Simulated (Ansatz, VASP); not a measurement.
# Two plane-wave programs on PtSe2

INCAR

```
SYSTEM = PtSe2
PREC     = Accurate       ! precision mode
ENCUT    = 520            ! plane-wave cutoff, eV
EDIFF    = 1E-6           ! SCF threshold, eV
ISMEAR   = 1              ! smearing method
SIGMA    = 0.15           ! smearing width, eV
LREAL    = .False.        ! projectors in reciprocal space
LASPH    = .True.         ! aspherical terms in the spheres
NELM     = 80             ! most SCF steps
ALGO     = Normal         ! electronic algorithm
ISIF     = 2              ! what is computed and relaxed
LWAVE    = .False.        ! write WAVECAR
LCHARG   = .False.        ! write CHGCAR
GGA      = PE             ! functional
NBANDS   = 18             ! bands
```

The input KPOINTS:

```
regular mesh
0
Gamma
  9 9 6
  0 0 0
```

The input POSCAR:

```
PtSe2
1.0
    3.7240000000      0.0000000000      0.0000000000
   -1.8620000000      3.2250790000      0.0000000000
    0.0000000000      0.0000000000      5.0620000000
Pt Se
1 2
Direct
    0.0000000000      0.0000000000      0.0000000000
    0.3333333333      0.6666666667      0.2500000000
    0.6666666667      0.3333333333      0.7500000000
```

Input for Ansatz:

```yaml
crystal:
  lattice:
    - [3.724, 0.0, 0.0]
    - [-1.862, 3.225079, 0.0]
    - [0.0, 0.0, 5.062]
  atoms:
    - { symbol: Pt, position: [0.0, 0.0, 0.0] }
    - { symbol: Se, position: [0.3333333333333333, 0.6666666666666666, 0.25] }
    - { symbol: Se, position: [0.6666666666666666, 0.3333333333333333, 0.75] }
basis:
  ecutwfc: 435.382179935808
kpoints:
  mp_grid:
    grid: [9, 9, 6]
    shift: [0.0, 0.0, 0.0]
hamiltonian:
  xc: pbe
  pseudopotentials:
    kind: paw
scf:
  convergence:
    dr2_threshold: 1.0e-09
  occupations:
    method: methfessel_paxton
    width: 0.15
output:
  forces: true
  stress: true
```

Alike in both runs: task single point; functional PBE; k mesh 9 × 9 × 6; occupations methfessel-paxton of order 1, width 0.15 eV; no spin polarisation.

|  | VASP | Ansatz |
| --- | --- | --- |
| version | VASP 6.6.1 | Ansatz 0.2.0 |
| potentials or method | VASP PAW PBE potentials, release 64 (Pt, Se), cutoff 520 eV | plane waves, PAW |
| valence electrons in the cell | 22 | 50 |

|  | VASP | Ansatz | Ansatz less VASP |
| --- | --- | --- | --- |
| pressure (GPa) | 7.3 | 7.3 | 0.00 |
| traceless stress, the component that is largest in VASP (GPa) | -1.29 | -1.27 | +0.015 |
| rms of the force components (eV/Å) | 0.273 | 0.270 | -0.0029 |

Atom by atom the forces differ by 0.003 eV/Å (rms over components). VASP's potentials hold 22 valence electrons a cell and Ansatz's 50, so a difference there can come from the potentials and not from the codes. Ansatz's warnings: stress scf threshold loose.

Spin-orbit coupling is off throughout.
